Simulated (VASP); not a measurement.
# TiB2 (P6/mmm) in VASP: a series of runs

TiB2 is run at these levels: revPBE+D3(BJ), LDA, RPBE, r2SCAN+D4; tasks: single point.

Program: VASP 6.6.1. These are calculated values, not measurements. Logs are shortened: lines on timing, memory, paths and dates and some standing lists are left out, and cuts for length are marked.

## 1. The cell of the first run

It takes space group P6/mmm (No. 191, hexagonal). Conventional cell: a = 2.988 Å, b = 2.988 Å, c = 3.160 Å, α = 90.00°, β = 90.00°, γ = 120.00°. Ti (site symmetry 6/mmm) has 12 B at 2.34 Å and 6 Ti at 2.99 Å within 3.1 Å. B (site symmetry -6m2) has 3 B at 1.73 Å within 2.3 Å.

## 2. Single point, revPBE+D3(BJ)

The input, INCAR:

```
PREC = Accurate
ENCUT = 520
EDIFF = 1E-6
ISMEAR = 1
SIGMA = 0.05
LREAL = F
LASPH = T
NELM = 100
ALGO = Normal
ISIF = 2
LWAVE = F
LCHARG = T
GGA = RE
IVDW = 12
LELF = T
LVHAR = T
NBANDS = 16
```

The input, KPOINTS:

```
regular mesh
0
Gamma
  13 13 10
```

The input, POSCAR:

```
TiB2
1.0
    2.9882373532      0.0000000000      0.0000000000
   -1.4941186766      2.5878894604      0.0000000000
    0.0000000000      0.0000000000      3.1600455143
Ti B
1 2
Direct
    0.0000000000      0.0000000000      0.0000000000
    0.3333333333      0.6666666667      0.5000000000
    0.6666666667      0.3333333333      0.5000000000
```

Potentials or basis: VASP PAW PBE potentials, release 64 (Ti_sv, B).

The run is started by

```bash
$ cat potpaw_PBE.64/Ti_sv/POTCAR potpaw_PBE.64/B/POTCAR > POTCAR
$ mpirun -np 1 vasp_std > vasp.out
```

OUTCAR:

```text
PREC = Accurate
   ENCUT = 520
   EDIFF = 1E-6
   ISMEAR = 1
   LREAL = F
   LASPH = T
   NELM = 100
   ISIF = 2
   GGA = RE
   IVDW = 12
 IVDW          = 12

 ion  position               nearest neighbor table
   1  0.000  0.000  0.000-   2 2.34   3 2.34   2 2.34   3 2.34   2 2.34   2 2.34   3 2.34   3 2.34
                             3 2.34   3 2.34   2 2.34   2 2.34
   2  0.333  0.667  0.500-   3 1.73   3 1.73   3 1.73   1 2.34   1 2.34   1 2.34   1 2.34   1 2.34
                             1 2.34
   3  0.667  0.333  0.500-   2 1.73   2 1.73   2 1.73   1 2.34   1 2.34   1 2.34   1 2.34   1 2.34
                             1 2.34

  LATTYP: Found a hexagonal cell.
 ALAT       =     2.9882373532
 C/A-ratio  =     1.0574948174

  Lattice vectors:

 A1 = (   2.9882373532,   0.0000000000,   0.0000000000)
 A2 = (  -1.4941186766,   2.5878894604,   0.0000000000)
 A3 = (   0.0000000000,   0.0000000000,   3.1600455143)

Analysis of symmetry for initial positions (statically):
=====================================================================
 Subroutine PRICEL returns:
 Original cell was already a primitive cell.

 Routine SETGRP: Setting up the symmetry group for a
 hexagonal supercell.

 Subroutine GETGRP returns: Found 24 space group operations
 (whereof 24 operations were pure point group operations)
 out of a pool of 24 trial point group operations.

The static configuration has the point symmetry D_6h.

Analysis of symmetry for dynamics (positions and initial velocities):
=====================================================================
 Subroutine PRICEL returns:
 Original cell was already a primitive cell.

 Routine SETGRP: Setting up the symmetry group for a
 hexagonal supercell.

 Subroutine GETGRP returns: Found 24 space group operations
 (whereof 24 operations were pure point group operations)
 out of a pool of 24 trial point group operations.

The dynamic configuration has the point symmetry D_6h.

 Subroutine INISYM returns: Found 24 space group operations
 (whereof 24 operations are pure point group operations),
 and found     1 'primitive' translations

----------------------------------------------------------------------------------------

                                     Primitive cell

  volume of cell :      24.4374
[... 90 lines left out ...]
   NELM   =    100;   NELMIN=  2; NELMDL= -5     # of ELM steps
   EDIFF  = 0.1E-05   stopping-criterion for ELM
   LREAL  =      F    real-space projection
   EDIFFG = 0.1E-04   stopping-criterion for IOM
   NSW    =      0    number of steps for IOM
   IBRION =     -1    ionic relax: 0-MD 1-quasi-New 2-CG
   NFREE  =      0    steps in history (QN), initial steepest desc. (CG)
   ISIF   =      2    stress and relaxation
   ISYM   =      2    0-nonsym 1-usesym 2-fastsym
   POTIM  = 0.5000    time-step for ionic-motion
   TEBEG  =    0.0;   TEEND  =   0.0 temperature during run
   PSTRESS=    0.0 pullay stress
   NELECT =      18.0000    total number of electrons
   NUPDOWN=      -1.0000    fix difference up-down
   EMIN   =  10.00;   EMAX   =-10.00  energy-range for DOS
   EFERMI =   0.00;   METHOD = LEGACY
   ISMEAR =     1;   SIGMA  =   0.05  broadening in eV -4-tet -1-fermi 0-gaus
   EFERMI_NEDOS =   21; number of points for ismear=-14 and -15
   IALGO  =     38    algorithm
   IMIX   =      4    mixing-type and parameters
     AMIX     =   0.40;   BMIX     =  1.00
     AMIX_MAG =   1.60;   BMIX_MAG =  1.00
  volume/ion in A,a.u.               =       8.15        54.97
  Fermi-wavevector in a.u.,A,eV,Ry     =   1.478476  2.793915 29.740857  2.185891
  Thomas-Fermi vector in A             =   2.592752
   LORBIT       =      0    0 simple, 1 ext, 2 COOP (PROOUT), +10 PAW based schemes
   GGA     = RE    functional components
   LHFCALC =     F    Hartree Fock is set to
   AEXX    =    0.0000 exact exchange contribution
   IVDW    =    12    specifies the selected vdW correction
   LEPSILON=     F    determine dielectric tensor
   LRPA    =     F    only Hartree local field effects (RPA)
 non-spin polarized calculation
 Methfessel and Paxton  Order N= 1 SIGMA  =   0.05
  energy-cutoff  :      520.00
  volume of cell :       24.44
 maximum number of plane-waves:       678
 NGX is ok and might be reduce to    24
   NGX = 11   NGY = 11   NGZ = 11

 number of electron      18.0000000 magnetization

 Free energy of the ion-electron system (eV)
  ---------------------------------------------------
  ext. energy  EPLUGINS =         0.00000000
  ---------------------------------------------------
  free energy    TOTEN  =       -23.48775154 eV

  energy without entropy =      -23.48751695  energy(sigma->0) =      -23.48767335

 E-fermi :  10.6594     XC(G=0): -12.9625

 val. band max:       10.6586148625   @ k =   0.0769   0.0000   0.4000
 cond. band min:      10.6713324828   @ k =   0.0769   0.0769   0.3000
 fundamental gap:      0.0127176202
 Fermi energy:        10.6593874425

 k-point     1 :       0.0000    0.0000    0.0000
  band No.  band energies     occupation
      1     -46.2984      2.00000
      2     -22.6013      2.00000
      3     -22.2712      2.00000
      4     -22.2712      2.00000
      5      -3.1942      2.00000
      6       7.8691      2.00000
[... 433 lines left out ...]
      3     -22.3729      2.00000
      4     -22.2926      2.00000
      5      -2.5955      2.00000
      6       6.7194      2.00000
[... 8 lines left out ...]
     15      18.7125      0.00000
     16      18.9588      0.00000

 [... further k-points ...]

------------------------ aborting loop because EDIFF is reached ----------------------------------------

 Edisp (eV)   -2.56114

 E8    (eV) :    -1.7470

  FORCE on cell =-STRESS in cart. coord.  units (eV):
  Direction    XX          YY          ZZ          XY          YZ          ZX
  --------------------------------------------------------------------------------------
  -------------------------------------------------------------------------------------
  Total       0.03191     0.03191     0.03397     0.00000     0.00000     0.00000
  in kB       2.09196     2.09196     2.22740     0.00000     0.00000     0.00000
  external pressure =        2.14 kB  Pullay stress =        0.00 kB

 VOLUME and BASIS-vectors are now :
 -----------------------------------------------------------------------------
  energy-cutoff  :      520.00
  volume of cell :       24.44
      direct lattice vectors                 reciprocal lattice vectors
     2.988237353  0.000000000  0.000000000     0.334645439  0.193207634  0.000000000
    -1.494118677  2.587889460  0.000000000     0.000000000  0.386415268  0.000000000
     0.000000000  0.000000000  3.160045514     0.000000000  0.000000000  0.316451138

 POSITION                                       TOTAL-FORCE (eV/Angst)
 -----------------------------------------------------------------------------------
      0.00000      0.00000      0.00000         0.000000      0.000000      0.000000
     -0.00000      1.72526      1.58002        -0.000000      0.000000      0.000000
      1.49412      0.86263      1.58002         0.000000     -0.000000      0.000000
 -----------------------------------------------------------------------------------
    total drift:                               -0.000000      0.000000      0.000000

  FREE ENERGIE OF THE ION-ELECTRON SYSTEM (eV)
  ---------------------------------------------------
  free  energy   TOTEN  =       -26.0488903871 eV

  energy  without entropy=      -26.0486557952  energy(sigma->0) =      -26.04881219
```

OSZICAR:

```text
N       E                     dE             d eps       ncg     rms          rms(c)
DAV:   1     0.123313014996E+03    0.12331E+03   -0.91138E+03  4032   0.131E+03
DAV:   2    -0.216107996157E+02   -0.14492E+03   -0.13962E+03  4344   0.347E+02
DAV:   3    -0.284179771496E+02   -0.68072E+01   -0.67608E+01  5872   0.730E+01
DAV:   4    -0.285597504525E+02   -0.14177E+00   -0.14169E+00  4824   0.950E+00
DAV:   5    -0.285638557022E+02   -0.41052E-02   -0.41052E-02  5872   0.128E+00    0.178E+01
DAV:   6    -0.234727273022E+02    0.50911E+01   -0.19113E+01  5728   0.489E+01    0.406E+00
DAV:   7    -0.234804640120E+02   -0.77367E-02   -0.88920E-01  4312   0.105E+01    0.357E+00
DAV:   8    -0.234878966993E+02   -0.74327E-02   -0.73511E-02  6456   0.223E+00    0.706E-01
DAV:   9    -0.234880360008E+02   -0.13930E-03   -0.22131E-02  4968   0.190E+00    0.219E-01
DAV:  10    -0.234877678156E+02    0.26819E-03   -0.24102E-03  5256   0.623E-01    0.783E-02
DAV:  11    -0.234877649081E+02    0.29075E-05   -0.28205E-04  5336   0.178E-01    0.677E-02
DAV:  12    -0.234877510994E+02    0.13809E-04   -0.69151E-05  5120   0.105E-01    0.899E-03
DAV:  13    -0.234877515428E+02   -0.44340E-06   -0.35193E-06  4880   0.186E-02
   1 F= -.26048890E+02 E0= -.26048812E+02  d E =-.234592E-03
```

stdout:

```text
POSCAR found type information on POSCAR TiB
 POSCAR found :  2 types and       3 ions
 scaLAPACK will be used
 -----------------------------------------------------------------------------
|                                                                             |
|                                                                             |
|     You enforced a specific xc type in the INCAR file but a different       |
|     I HOPE YOU KNOW WHAT YOU ARE DOING!                                     |
|                                                                             |
 -----------------------------------------------------------------------------

 LDA part: xc-table for (Slater+PW92), standard interpolation
 POSCAR, INCAR and KPOINTS ok, starting setup
 FFT: planning ... GRIDC
 FFT: planning ... GRID_SOFT
 FFT: planning ... GRID
 WAVECAR not read
 entering main loop
```

Wall time 14 s (1 thread of Intel Xeon 6975P-C (Granite Rapids), shared host); peak memory 0.18 GiB.

What came out:

```
Free energy                : -26.0489 eV
Pressure                   : 0.2 GPa
Band gap on the k mesh     : zero (band 9 reaches 10.95 eV, above the bottom of band 10 at 10.39 eV)
Dispersion energy per atom : -0.854 eV
```

Levels at points of the mesh, in eV from the Fermi level:
```csv
k point,band 7,band 8,band 9,band 10,band 11,band 12
"(0.00, 0.00, 0.00)",-2.79,-2.29,-2.25,2.01,2.01,3.92
"(0.00, 0.00, 0.50)",-0.61,-0.61,-0.27,-0.27,0.43,0.43
```

Caveat: the PAW data sets were made with another functional, which shifts forces and pressure a little; pairwise dispersion overbinds metals, which lowers pressure and volume.

## 3. Single point, LDA

This run uses another cell than the first one, of 8.18 Å³/atom, 1.004 times its volume.

The input, INCAR:

```
  PREC = Accurate
  ENCUT = 520
  EDIFF = 1E-6
  ISMEAR = 1
  SIGMA = 0.05
  LREAL = F
  LASPH = T
  NELM = 80
  ALGO = Normal
  ISIF = 2
  LWAVE = F
  LCHARG = F
  NBANDS = 16
```

KPOINTS is that of step 2.

The input, POSCAR:

```
TiB2
1.0
    2.9934683978      0.0000000000      0.0000000000
   -1.4967341989      2.5924196779      0.0000000000
    0.0000000000      0.0000000000      3.1606904070
Ti B
1 2
Direct
    0.0000000000      0.0000000000      0.0000000000
    0.3333333333      0.6666666667      0.5000000000
    0.6666666667      0.3333333333      0.5000000000
```

Potentials or basis: VASP PAW LDA potentials, release 64 (Ti_sv, B).

The run is started by

```bash
$ cat potpaw_LDA.64/Ti_sv/POTCAR potpaw_LDA.64/B/POTCAR > POTCAR
$ mpirun -np 1 vasp_std > vasp.out
```

Run time: 13 s. Hardware: 1 thread of Intel Xeon 6975P-C (Granite Rapids), shared host; peak memory 0.16 GiB.

The run converged. Its results:

* Free energy: -26.9204 eV
* Pressure: 0.6 GPa
* Band gap on the k mesh: zero (band 9 reaches 10.74 eV, above the bottom of band 10 at 10.18 eV)

Levels at points of the mesh, in eV from the Fermi level:
```tsv
k point	band 5	band 6	band 7	band 8	band 9	band 10	band 11	band 12	band 13	band 14
(0.00, 0.00, 0.00)	-13.55	-2.77	-2.77	-2.23	-2.19	1.99	1.99	3.88	3.88	5.90
(0.00, 0.00, 0.50)	-11.43	-7.72	-0.59	-0.59	-0.27	-0.27	0.42	0.42	1.81	6.61
```

## 4. Single point, RPBE

This run uses another cell than the first one, of 8.71 Å³/atom, 1.070 times its volume.

The input, INCAR:

```
PREC = Accurate ; ENCUT = 520
EDIFF = 1E-6 ; ISMEAR = 1
SIGMA = 0.05 ; LREAL = F
LASPH = T ; NELM = 80
ALGO = Normal ; ISIF = 2
LWAVE = F ; LCHARG = F
GGA = RP ; NBANDS = 16
```

The input, KPOINTS:

```
Automatic mesh
0
Gamma
  13 13 10
```

The input, POSCAR:

```
TiB2
1.0
    3.0482763577      0.0000000000      0.0000000000
   -1.5241381789      2.6398847635      0.0000000000
    0.0000000000      0.0000000000      3.2489566051
Ti B
1 2
Direct
    0.0000000000      0.0000000000      0.0000000000
    0.3333333333      0.6666666667      0.5000000000
    0.6666666667      0.3333333333      0.5000000000
```

Potentials or basis: VASP PAW PBE potentials, release 64 (Ti_sv, B).

The run is started by

```bash
$ cat potpaw_PBE.64/Ti_sv/POTCAR potpaw_PBE.64/B/POTCAR > POTCAR
$ mpirun -np 1 vasp_std > vasp.out
```

Wall time 16 s (1 thread of Intel Xeon 6975P-C (Granite Rapids), shared host); peak memory 0.17 GiB.

The run converged. Its results:

```
Free energy            : -23.3294 eV
Pressure               : 0.1 GPa
Band gap on the k mesh : zero (band 9 reaches 10.24 eV, above the bottom of band 10 at 9.73 eV)
```

Levels at points of the mesh, in eV from the Fermi level:
```csv
k point,band 6,band 7,band 8,band 9,band 10,band 11,band 12,band 13
"(0.00, 0.00, 0.00)",-2.60,-2.60,-2.38,-2.11,1.80,1.80,3.54,3.54
"(0.00, 0.00, 0.50)",-7.60,-0.59,-0.59,-0.22,-0.22,0.39,0.39,1.56
```

Caveat: the PAW data sets were made with another functional, which shifts forces and pressure a little.

## 5. Single point, r2SCAN+D4

This run uses another cell than the first one, of 8.42 Å³/atom, 1.033 times its volume.

The input, POSCAR:

```
TiB2
1.0
    3.0162485832      0.0000000000      0.0000000000
   -1.5081242916      2.6121478971      0.0000000000
    0.0000000000      0.0000000000      3.2054104247
Ti B
1 2
Direct
    0.0000000000      0.0000000000      0.0000000000
    0.3333333333      0.6666666667      0.5000000000
    0.6666666667      0.3333333333      0.5000000000
```

The input, INCAR.step1:

```
SYSTEM = TiB2
PREC = Accurate ; ENCUT = 520
ISMEAR = 1 ; SIGMA = 0.05
LREAL = .False. ; LASPH = .True.
NELM = 80 ; NBANDS = 16
GGA = PE ; ALGO = Normal
EDIFF = 1E-4 ; LWAVE = .True.
LCHARG = .False.
```

The input, INCAR.step2:

```
SYSTEM = TiB2
PREC = Accurate ; ENCUT = 520
EDIFF = 1E-6 ; ISMEAR = 1
SIGMA = 0.05 ; LREAL = .False.
LASPH = .True. ; NELM = 80
ALGO = Normal ; ISIF = 2
LWAVE = .False. ; LCHARG = .False.
METAGGA = R2SCAN ; LMIXTAU = .True.
IVDW = 13 ; VDW_S6 = 1.0
VDW_S8 = 0.6018749 ; VDW_A1 = 0.51559235
VDW_A2 = 5.77342911 ; NBANDS = 16
ISTART = 1
```

The input, KPOINTS:

```
Automatic mesh
0
Gamma
  13 13 10
  0 0 0
```

Potentials or basis: VASP PAW PBE potentials, release 64 (Ti_sv, B).

The run is started by

```bash
$ cat potpaw_PBE.64/Ti_sv/POTCAR potpaw_PBE.64/B/POTCAR > POTCAR
$ cp INCAR.step1 INCAR
$ mpirun -np 1 vasp_std > vasp.out
$ cp INCAR.step2 INCAR
$ mpirun -np 1 vasp_std > vasp.out
```

OUTCAR:

```text
SYSTEM = TiB2
   PREC = Accurate
   ENCUT = 520
   EDIFF = 1E-6
   ISMEAR = 1
   LREAL = .False.
   LASPH = .True.
   NELM = 80
   ISIF = 2
   METAGGA = R2SCAN
   IVDW = 13
   ISTART = 1

 ion  position               nearest neighbor table
   1  0.000  0.000  0.000-   2 2.37   3 2.37   2 2.37   3 2.37   2 2.37   2 2.37   3 2.37   3 2.37
                             3 2.37   3 2.37   2 2.37   2 2.37
   2  0.333  0.667  0.500-   3 1.74   3 1.74   3 1.74   1 2.37   1 2.37   1 2.37   1 2.37   1 2.37
                             1 2.37
   3  0.667  0.333  0.500-   2 1.74   2 1.74   2 1.74   1 2.37   1 2.37   1 2.37   1 2.37   1 2.37
[... 661 lines left out ...]
  Direction    XX          YY          ZZ          XY          YZ          ZX
  --------------------------------------------------------------------------------------
  -------------------------------------------------------------------------------------
  Total       0.12664     0.12664     0.15599     0.00000    -0.00000    -0.00000
  in kB       8.03398     8.03398     9.89611     0.00000    -0.00000    -0.00000
  external pressure =        8.65 kB  Pullay stress =        0.00 kB

 VOLUME and BASIS-vectors are now :
 -----------------------------------------------------------------------------
  energy-cutoff  :      520.00
  volume of cell :       25.26
      direct lattice vectors                 reciprocal lattice vectors
     3.016248583  0.000000000  0.000000000     0.331537661  0.191413358  0.000000000
    -1.508124292  2.612147897  0.000000000     0.000000000  0.382826716  0.000000000
     0.000000000  0.000000000  3.205410425     0.000000000  0.000000000  0.311972530

 POSITION                                       TOTAL-FORCE (eV/Angst)
 -----------------------------------------------------------------------------------
      0.00000      0.00000      0.00000         0.000000      0.000000      0.000000
     -0.00000      1.74143      1.60271         0.000000      0.000000      0.000000
      1.50812      0.87072      1.60271        -0.000000      0.000000     -0.000000
 -----------------------------------------------------------------------------------
    total drift:                               -0.000000      0.000000      0.000000

  FREE ENERGIE OF THE ION-ELECTRON SYSTEM (eV)
  ---------------------------------------------------
  free  energy   TOTEN  =       -31.3639226884 eV

  energy  without entropy=      -31.3637667017  energy(sigma->0) =      -31.36387069
```

OSZICAR.step1:

```text
N       E                     dE             d eps       ncg     rms          rms(c)
DAV:   1     0.120626140938E+03    0.12063E+03   -0.90215E+03  4056   0.130E+03
DAV:   2    -0.225573750193E+02   -0.14318E+03   -0.13787E+03  4392   0.341E+02
DAV:   3    -0.294501075216E+02   -0.68927E+01   -0.67864E+01  5848   0.729E+01
DAV:   4    -0.295952075467E+02   -0.14510E+00   -0.14505E+00  4832   0.957E+00
DAV:   5    -0.295989790844E+02   -0.37715E-02   -0.37714E-02  5888   0.130E+00    0.170E+01
DAV:   6    -0.244275749242E+02    0.51714E+01   -0.20408E+01  5800   0.487E+01    0.386E+00
DAV:   7    -0.244206804891E+02    0.68944E-02   -0.10161E+00  4304   0.114E+01    0.342E+00
DAV:   8    -0.244241668289E+02   -0.34863E-02   -0.77449E-02  6560   0.231E+00    0.778E-01
DAV:   9    -0.244234602816E+02    0.70655E-03   -0.30739E-02  5000   0.224E+00    0.253E-01
DAV:  10    -0.244230280220E+02    0.43226E-03   -0.24739E-03  5312   0.607E-01    0.627E-02
DAV:  11    -0.244230500108E+02   -0.21989E-04   -0.45346E-04  5032   0.240E-01
   1 F= -.24423050E+02 E0= -.24423015E+02  d E =-.105816E-03
```

Run time: 50 s. Hardware: 1 thread of Intel Xeon 6975P-C (Granite Rapids), shared host; peak memory 0.18 GiB.

Results:

```yaml
Free_energy: -31.3639 eV
Pressure: 0.9 GPa
Band_gap_on_the_k_mesh: zero (band 9 reaches 10.65 eV, above the bottom of band 10 at 10.08 eV)
Dispersion_energy_per_atom: -0.132 eV
```

Caveat: the PAW data sets were made with another functional, which shifts forces and pressure a little; pairwise dispersion overbinds metals, which lowers pressure and volume.

## 6. The runs side by side

| level | potentials or basis | cell | gap on the mesh (eV) | pressure (GPa) |
| --- | --- | --- | --- | --- |
| revPBE+D3(BJ) | VASP PAW PBE potentials, release 64 (Ti_sv, B) | a = 2.988, b = 2.988, c = 3.160 Å, angles 90.0, 90.0, 120.0°, 3 atoms | none | 0.2 |
| LDA | VASP PAW LDA potentials, release 64 (Ti_sv, B) | a = 2.993, b = 2.993, c = 3.161 Å, angles 90.0, 90.0, 120.0°, 3 atoms | none | 0.6 |
| RPBE | VASP PAW PBE potentials, release 64 (Ti_sv, B) | a = 3.048, b = 3.048, c = 3.249 Å, angles 90.0, 90.0, 120.0°, 3 atoms | none | 0.1 |
| r2SCAN+D4 | VASP PAW PBE potentials, release 64 (Ti_sv, B) | a = 3.016, b = 3.016, c = 3.205 Å, angles 90.0, 90.0, 120.0°, 3 atoms | none | 0.9 |

Alike in all rows: task single point; no spin polarisation; k mesh 13 × 13 × 10; cutoff (eV) 520; smearing methfessel-paxton 0.05 eV.

Caveats: the PAW data sets were made with another functional, which shifts forces and pressure a little (some runs); pairwise dispersion overbinds metals, which lowers pressure and volume (some runs).

Total energies depend on the potentials used, so only differences within one code and one set of settings carry meaning.
